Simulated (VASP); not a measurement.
A run of VASP 6.6.1:

Contents of INCAR:

```
SYSTEM = CdS
  PREC = Accurate
  ENCUT = 520
  EDIFF = 1E-7
  ISMEAR = -1
  SIGMA = 0.03
  LREAL = .False.
  LASPH = .True.
  NELM = 60
  ALGO = Normal
  ISIF = 2
  LWAVE = .False.
  LCHARG = .False.
  GGA = PS
  NBANDS = 16
```

The input KPOINTS:

```
regular mesh
0
Gamma
  8 8 8
  0 0 0
```

Contents of POSCAR:

```
CdS
1.0
    0.0000000000      2.4112243722      2.4112243722
    2.4112243722      0.0000000000      2.4112243722
    2.4112243722      2.4112243722      0.0000000000
Cd S
1 1
Direct
    0.0000000000      0.0000000000      0.0000000000
    0.7500000000      0.7500000000      0.7500000000
```

Potentials or basis: VASP PAW PBE potentials, release 64 (Cd, S).

The run is started by

```bash
$ cat potpaw_PBE.64/Cd/POTCAR potpaw_PBE.64/S/POTCAR > POTCAR
$ mpirun -np 1 vasp_std > vasp.out
```

Hardware: 1 thread of Intel Xeon 8259CL (shared host).

Problem. Estimate the wall time of this run.

Solution. Wall time 25 s on 1 thread of Intel Xeon 8259CL (shared host), peak memory 0.16 GiB. Counts: scf iterations 13, k points 29.
